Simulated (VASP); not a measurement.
# Ca2Pd (P6/mmm) in VASP: further runs

Runs on Ca2Pd. Level: PBE. Tasks: single point, relaxation of cell and atoms.

All numbers are computed with VASP 6.6.1; they aren't measurements. Logs are shortened: lines on timing, memory, paths and dates and some standing lists are left out, and cuts for length are marked.

### Step 1. The cell of the first run

It takes space group P6/mmm (No. 191, hexagonal). Conventional cell: a = 5.184 Å, b = 5.184 Å, c = 3.200 Å, α = 90.00°, β = 90.00°, γ = 120.00°. Ca (site symmetry -6m2) has 5 Ca at 2.99 to 3.20 Å and 6 Pd at 3.39 Å within 3.9 Å. Within 4.2 Å of Pd (site symmetry 6/mmm) lie 2 Pd at 3.20 Å and 12 Ca at 3.39 Å.

### Step 2. Single point, PBE

File INCAR:

```
PREC = Accurate
ENCUT = 520
EDIFF = 1E-6
ISMEAR = 0
SIGMA = 0.1
LREAL = F
LASPH = T
NELM = 80
ALGO = Normal
ISIF = 2
LWAVE = F
LCHARG = F
GGA = PE
NBANDS = 22
```

File KPOINTS:

```
Automatic mesh
0
Gamma
  6 6 6
```

File POSCAR:

```
Ca2Pd
1.0
    5.1835823639      0.0000000000      0.0000000000
   -2.5917911820      4.4891140098      0.0000000000
    0.0000000000      0.0000000000      3.2001567846
Ca Pd
2 1
Direct
    0.3333333333      0.6666666667      0.5000000000
    0.6666666667      0.3333333333      0.5000000000
    0.0000000000      0.0000000000      0.0000000000
```

Potentials or basis: VASP PAW PBE potentials, release 64 (Ca_sv, Pd).

The run is started by

```sh
cat potpaw_PBE.64/Ca_sv/POTCAR potpaw_PBE.64/Pd/POTCAR > POTCAR
mpirun -np 1 vasp_std > vasp.out
```

OUTCAR:

```text
PREC = Accurate
   ENCUT = 520
   EDIFF = 1E-6
   ISMEAR = 0
   LREAL = F
   LASPH = T
   NELM = 80
   ISIF = 2
   GGA = PE

 ion  position               nearest neighbor table
   1  0.333  0.667  0.500-   2 2.99   2 2.99   2 2.99
   2  0.667  0.333  0.500-   1 2.99   1 2.99   1 2.99
   3  0.000  0.000  0.000-

  LATTYP: Found a hexagonal cell.
 ALAT       =     5.1835823639
 C/A-ratio  =     0.6173639310

  Lattice vectors:

 A1 = (   5.1835823639,   0.0000000000,   0.0000000000)
 A2 = (  -2.5917911820,   4.4891140098,   0.0000000000)
 A3 = (   0.0000000000,   0.0000000000,   3.2001567846)

Analysis of symmetry for initial positions (statically):
=====================================================================
 Subroutine PRICEL returns:
 Original cell was already a primitive cell.

 Routine SETGRP: Setting up the symmetry group for a
 hexagonal supercell.

 Subroutine GETGRP returns: Found 24 space group operations
 (whereof 24 operations were pure point group operations)
 out of a pool of 24 trial point group operations.

The static configuration has the point symmetry D_6h.

Analysis of symmetry for dynamics (positions and initial velocities):
=====================================================================
 Subroutine PRICEL returns:
 Original cell was already a primitive cell.

 Routine SETGRP: Setting up the symmetry group for a
 hexagonal supercell.

 Subroutine GETGRP returns: Found 24 space group operations
 (whereof 24 operations were pure point group operations)
 out of a pool of 24 trial point group operations.

The dynamic configuration has the point symmetry D_6h.

 Subroutine INISYM returns: Found 24 space group operations
 (whereof 24 operations are pure point group operations),
 and found     1 'primitive' translations

----------------------------------------------------------------------------------------

                                     Primitive cell

  volume of cell :      74.4667

  direct lattice vectors                    reciprocal lattice vectors
     5.183582364  0.000000000  0.000000000     0.192916776  0.111380553  0.000000000
    -2.591791182  4.489114010  0.000000000     0.000000000  0.222761106  0.000000000
     0.000000000  0.000000000  3.200156785     0.000000000  0.000000000  0.312484690

  length of vectors
     5.183582364  5.183582364  3.200156785     0.222761106  0.222761106  0.312484690

  position of ions in fractional coordinates (direct lattice)
     0.333333333  0.666666667  0.500000000
     0.666666667  0.333333333  0.500000000
     0.000000000  0.000000000  0.000000000

  ion indices of the primitive-cell ions
   primitive index   ion index
                 1           1
                 2           2
                 3           3

----------------------------------------------------------------------------------------

 KPOINTS: Automatic mesh

Automatic generation of k-mesh.
 Grid dimensions read from file:
 generate k-points for:    6    6    6

 Generating k-lattice:

  Cartesian coordinates                     Fractional coordinates (reciprocal lattice)
     0.032152796  0.018563425  0.000000000     0.166666667  0.000000000  0.000000000
     0.000000000  0.037126851  0.000000000     0.000000000  0.166666667  0.000000000
     0.000000000  0.000000000  0.052080782     0.000000000  0.000000000  0.166666667

  Length of vectors
     0.037126851  0.037126851  0.052080782

  Shift w.r.t. Gamma in fractional coordinates (k-lattice)
     0.000000000  0.000000000  0.000000000

 Subroutine IBZKPT returns following result:
 ===========================================

 Found     28 irreducible k-points:

 Following reciprocal coordinates:
            Coordinates               Weight
  0.000000  0.000000  0.000000      1.000000
  0.166667  0.000000  0.000000      6.000000
  0.333333  0.000000  0.000000      6.000000
  0.500000 -0.000000  0.000000      3.000000
  0.166667  0.166667  0.000000      6.000000
  0.333333  0.166667  0.000000     12.000000
[... 16 lines left out ...]
  0.166667  0.000000  0.500000      6.000000
  0.333333  0.000000  0.500000      6.000000
 [... further k-points ...]
   k-points           NKPTS =     28   k-points in BZ     NKDIM =     28   number of bands    NBANDS=     22
   number of dos      NEDOS =    301   number of ions     NIONS =      3
   total plane-waves  NPLWV =  38400
   dimension x,y,z NGX =    40 NGY =   40 NGZ =   24
   dimension x,y,z NGXF=    80 NGYF=   80 NGZF=   48
   ions per type =               2   1
   NGX,Y,Z   is equivalent  to a cutoff of  12.83, 12.83, 12.47 a.u.
   NGXF,Y,Z  is equivalent  to a cutoff of  25.66, 25.66, 24.94 a.u.
 SYSTEM =  unknown system
   PREC   = accura    normal or accurate (medium, high low for compatibility)
   ISTART =      0    job   : 0-new  1-cont  2-samecut
   ICHARG =      2    charge: 1-file 2-atom 10-const
   ISPIN  =      1    spin polarized calculation?
   LNONCOLLINEAR =      F non collinear calculations
   LSORBIT =      F    spin-orbit coupling
   LASPH  =      T    aspherical Exc in radial PAW
   ENCUT  =  520.0 eV  38.22 Ry    6.18 a.u.   9.64  9.64  5.95*2*pi/ulx,y,z
   NELM   =     80;   NELMIN=  2; NELMDL= -5     # of ELM steps
   EDIFF  = 0.1E-05   stopping-criterion for ELM
   LREAL  =      F    real-space projection
   EDIFFG = 0.1E-04   stopping-criterion for IOM
   NSW    =      0    number of steps for IOM
   IBRION =     -1    ionic relax: 0-MD 1-quasi-New 2-CG
   NFREE  =      0    steps in history (QN), initial steepest desc. (CG)
   ISIF   =      2    stress and relaxation
   ISYM   =      2    0-nonsym 1-usesym 2-fastsym
   POTIM  = 0.5000    time-step for ionic-motion
   TEBEG  =    0.0;   TEEND  =   0.0 temperature during run
   PSTRESS=    0.0 pullay stress
   NELECT =      30.0000    total number of electrons
   NUPDOWN=      -1.0000    fix difference up-down
   EMIN   =  10.00;   EMAX   =-10.00  energy-range for DOS
   EFERMI =   0.00;   METHOD = LEGACY
   ISMEAR =     0;   SIGMA  =   0.10  broadening in eV -4-tet -1-fermi 0-gaus
   EFERMI_NEDOS =   21; number of points for ismear=-14 and -15
   IALGO  =     38    algorithm
   IMIX   =      4    mixing-type and parameters
     AMIX     =   0.40;   BMIX     =  1.00
     AMIX_MAG =   1.60;   BMIX_MAG =  1.00
  volume/ion in A,a.u.               =      24.82       167.51
  Fermi-wavevector in a.u.,A,eV,Ry     =   1.209097  2.284863 19.890582  1.461917
  Thomas-Fermi vector in A             =   2.344685
   LORBIT       =      0    0 simple, 1 ext, 2 COOP (PROOUT), +10 PAW based schemes
   GGA     = PE    functional components
   LHFCALC =     F    Hartree Fock is set to
   AEXX    =    0.0000 exact exchange contribution
   IVDW    =     0    specifies the selected vdW correction
   LEPSILON=     F    determine dielectric tensor
   LRPA    =     F    only Hartree local field effects (RPA)
 non-spin polarized calculation
 Gauss-broadening in eV      SIGMA  =   0.10
  energy-cutoff  :      520.00
  volume of cell :       74.47
 maximum number of plane-waves:      2028
 NGX is ok and might be reduce to    40
   NGX = 19   NGY = 19   NGZ = 11

 number of electron      29.9999998 magnetization

 Free energy of the ion-electron system (eV)
  ---------------------------------------------------
  ext. energy  EPLUGINS =         0.00000000
  ---------------------------------------------------
  free energy    TOTEN  =        -9.10744761 eV

  energy without entropy =       -9.08315576  energy(sigma->0) =       -9.09530168

 E-fermi :   4.6051     XC(G=0):  -9.7804

 val. band max:        4.5882514901   @ k =   0.3333   0.1667   0.1667
 cond. band min:       4.6067381738   @ k =   0.3333   0.1667   0.5000
 fundamental gap:      0.0184866837
 Fermi energy:         4.6050883753

 k-point     1 :       0.0000    0.0000    0.0000
  band No.  band energies     occupation
      1     -36.9937      2.00000
      2     -36.8242      2.00000
      3     -18.2686      2.00000
      4     -18.2686      2.00000
      5     -17.7173      2.00000
      6     -17.7173      2.00000
[... 14 lines left out ...]
     21       8.4008      0.00000
     22       8.4008      0.00000

 k-point     2 :       0.1667    0.0000    0.0000
  band No.  band energies     occupation
      1     -36.9838      2.00000
      2     -36.8344      2.00000
      3     -18.2823      2.00000
      4     -18.2433      2.00000
      5     -17.7451      2.00000
      6     -17.7090      2.00000
[... 14 lines left out ...]
     21       8.3917      0.00000
     22       8.4661      0.00000

 k-point     3 :       0.3333    0.0000    0.0000
  band No.  band energies     occupation
      1     -36.9582      2.00000
      2     -36.8604      2.00000
      3     -18.3078      2.00000
      4     -18.1834      2.00000
      5     -17.8096      2.00000
      6     -17.6896      2.00000
[... 14 lines left out ...]
     21       8.3751      0.00000
     22       8.4900      0.00000

 k-point     4 :       0.5000   -0.0000    0.0000
  band No.  band energies     occupation
      1     -36.9377      2.00000
      2     -36.8813      2.00000
      3     -18.3197      2.00000
      4     -18.1449      2.00000
      5     -17.8503      2.00000
      6     -17.6741      2.00000
[... 14 lines left out ...]
     21       8.3673      0.00000
     22       8.4313      0.00000

 k-point     5 :       0.1667    0.1667    0.0000
  band No.  band energies     occupation
      1     -36.9657      2.00000
      2     -36.8528      2.00000
      3     -18.3075      2.00000
      4     -18.1911      2.00000
      5     -17.7999      2.00000
      6     -17.6953      2.00000
[... 417 lines left out ...]
 k-point    22 :       0.0000    0.0000    0.5000
  band No.  band energies     occupation
      1     -36.9370      2.00000
      2     -36.7729      2.00000
      3     -18.2310      2.00000
      4     -18.1976      2.00000
      5     -18.1976      2.00000
      6     -18.0337      2.00000
[... 14 lines left out ...]
     21       7.6386      0.00000
     22       8.0159      0.00000

 k-point    23 :       0.1667    0.0000    0.5000
  band No.  band energies     occupation
      1     -36.9274      2.00000
      2     -36.7827      2.00000
      3     -18.2191      2.00000
      4     -18.2108      2.00000
      5     -18.1734      2.00000
      6     -18.0455      2.00000
[... 14 lines left out ...]
     21       7.5312      0.00000
     22       7.9489      0.00000

 k-point    24 :       0.3333    0.0000    0.5000
  band No.  band energies     occupation
      1     -36.9027      2.00000
      2     -36.8080      2.00000
      3     -18.2354      2.00000
      4     -18.1887      2.00000
      5     -18.1144      2.00000
      6     -18.0757      2.00000
[... 14 lines left out ...]
     21       8.2383      0.00000
     22       8.5743      0.00000

 [... further k-points ...]

------------------------ aborting loop because EDIFF is reached ----------------------------------------

  FORCE on cell =-STRESS in cart. coord.  units (eV):
  Direction    XX          YY          ZZ          XY          YZ          ZX
  --------------------------------------------------------------------------------------
  -------------------------------------------------------------------------------------
  Total        0.0166867      0.0166867      0.2167633     -0.0000000      0.0000000     -0.0000000
  in kB        0.3590211      0.3590211      4.6637409     -0.0000000      0.0000000     -0.0000000
  external PRESSURE =       1.7939277 kB  Pullay stress =       0.0000000 kB

 VOLUME and BASIS-vectors are now :
 -----------------------------------------------------------------------------
  energy-cutoff  :      520.00
  volume of cell :       74.47
      direct lattice vectors                 reciprocal lattice vectors
     5.183582364  0.000000000  0.000000000     0.192916776  0.111380553  0.000000000
    -2.591791182  4.489114010  0.000000000     0.000000000  0.222761106  0.000000000
     0.000000000  0.000000000  3.200156785     0.000000000  0.000000000  0.312484690

 POSITION                                       TOTAL-FORCE (eV/Angst)
 -----------------------------------------------------------------------------------
     -0.00000      2.99274      1.60008        -0.000000      0.000000      0.000000
      2.59179      1.49637      1.60008         0.000000      0.000000     -0.000000
      0.00000      0.00000      0.00000        -0.000000      0.000000      0.000000
 -----------------------------------------------------------------------------------
    total drift:                                0.000000      0.000000      0.000000

  FREE ENERGIE OF THE ION-ELECTRON SYSTEM (eV)
  ---------------------------------------------------
  free  energy   TOTEN  =        -9.1074476052 eV

  energy  without entropy=       -9.0831557596  energy(sigma->0) =       -9.09530168
```

Run time: 78 s. Hardware: 1 thread of Oxide Virtual Turin-like, shared host; peak memory 0.18 GiB.

What came out:

| Item | Value |
| --- | --- |
| Free energy | -9.1074 eV |
| Pressure | 0.2 GPa |
| Band gap on the k mesh | zero (bands 15 and 16 overlap by 2.61 eV) |

(Part 1 of 2 ends here.)
